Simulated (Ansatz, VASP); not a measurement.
## NbAl2C2 in VASP and in Ansatz

INCAR

```
PREC     = Accurate       # precision mode
ENCUT    = 600            # plane-wave cutoff, eV
EDIFF    = 1E-6           # SCF threshold, eV
ISMEAR   = 0              # smearing method
SIGMA    = 0.1            # smearing width, eV
LREAL    = False          # projectors in reciprocal space
LASPH    = True           # aspherical terms in the spheres
NELM     = 100            # most SCF steps
ALGO     = Normal         # electronic algorithm
ISIF     = 3              # what is computed and relaxed
LWAVE    = False          # write WAVECAR
LCHARG   = False          # write CHGCAR
GGA      = PE             # functional
IBRION   = 2              # ionic algorithm
NSW      = 90             # ionic steps
EDIFFG   = -0.04          # ionic threshold
```

Contents of KPOINTS:

```
regular mesh
0
Gamma
  6 6 4
```

Contents of POSCAR:

```
NbAl2C2
1.0
    3.4901982800      0.0000000000      0.0000000000
   -1.7450991400      3.0226003700      0.0000000000
    0.0000000000      0.0000000000      6.8994612600
Al Nb C
2 1 2
Direct
    0.3333333300      0.6666666700      0.0000000000
    0.6666666700      0.3333333300      0.0000000000
    0.0000000000      0.0000000000      0.5000000000
    0.0000000000      0.0000000000      0.9019414100
    0.0000000000      0.0000000000      0.0980585900
```

Input for Ansatz:

```yaml
crystal:
  lattice:
    - [3.49019828, 0.0, 0.0]
    - [-1.74509914, 3.02260037, 0.0]
    - [0.0, 0.0, 6.89946126]
  atoms:
    - { symbol: Al, position: [0.33333333, 0.66666667, 0.0] }
    - { symbol: Al, position: [0.66666667, 0.33333333, 0.0] }
    - { symbol: Nb, position: [0.0, 0.0, 0.5] }
    - { symbol: C, position: [0.0, 0.0, 0.90194141] }
    - { symbol: C, position: [0.0, 0.0, 0.09805859] }
basis:
  ecutwfc: 420
kpoints:
  mp_grid: { grid: [6, 6, 4] }
hamiltonian:
  xc: pbe
scf:
  occupations: { method: gaussian, width: 0.1 }
  lower_state_search: "off"
output:
  forces: true
  stress: true
  eigenvalues: true
relax:
  adjacent_minimum: "off"
  f_tol: 0.04
  max_steps: 70
  cell: { stress_tol: 0.4 }
```

Alike in both runs: task relaxation of cell and atoms; functional PBE; k mesh 6 × 6 × 4; occupations gaussian, width 0.1 eV; no spin polarisation.

```csv
,VASP,Ansatz
version,VASP 6.6.1,Ansatz 0.2.0
potentials or method,"VASP PAW PBE potentials, release 64 (Al, Nb_sv, C), cutoff 600 eV","scalar-relativistic, plane waves, PAW"
valence electrons in the cell,27,27
```

VASP gave:

| Property | Result |
| --- | --- |
| gap on the k mesh at the Fermi level, each at its own relaxed structure (eV) | none |
| relaxed volume (Å³/atom) | 17.88 |
| relaxed cell length with the largest relative difference (Å) | 4.370 |

Problem. Estimate Ansatz's values.

Solution. gap on the k mesh at the Fermi level, each at its own relaxed structure (eV): none; relaxed volume (Å³/atom): 18.08; relaxed cell length with the largest relative difference (Å): 4.397.

A gap of «none» marks a metal or a gap that the smearing closes.

Noted on VASP's run: the volume moved by over 15 % at a fixed basis, so the end points are rough.
